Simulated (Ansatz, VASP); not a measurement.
## Two plane-wave programs on SnO2

```
CELL_PARAMETERS angstrom
5.10056 0.00000 0.00000
0.00000 5.10056 0.00000
0.00000 0.00000 5.10056
ATOMIC_POSITIONS crystal
Sn 0.00000 0.50000 0.50000
Sn 0.50000 0.50000 0.00000
Sn 0.50000 0.00000 0.50000
Sn 0.00000 0.00000 0.00000
O 0.33973 0.16027 0.83973
O 0.16027 0.83973 0.33973
O 0.83973 0.33973 0.16027
O 0.66027 0.66027 0.66027
O 0.33973 0.33973 0.33973
O 0.16027 0.66027 0.83973
O 0.83973 0.16027 0.66027
O 0.66027 0.83973 0.16027
```

Alike in both runs: task single point; functional PBE; k mesh 6 × 6 × 6; occupations fermi-dirac, width 0.02 eV; no spin polarisation.

|  | VASP | Ansatz |
| --- | --- | --- |
| version | VASP 6.6.1 | Ansatz 0.2.0 |
| potentials or method | VASP PAW PBE potentials, release 64 (Sn_d, O) | plane waves, PAW |
| plane-wave cutoff (eV) | 520 | 420 |
| valence electrons in the cell | 104 | 104 |

```csv
,VASP,Ansatz,Ansatz less VASP
gap on the k mesh at the Fermi level (eV),0.98,0.99,+0.008
pressure (GPa),9.3,8.6,-0.69
rms of the force components (eV/Å),0.011,0.011,-0.0006
```

Atom by atom the forces differ by 0.001 eV/Å (rms over components).
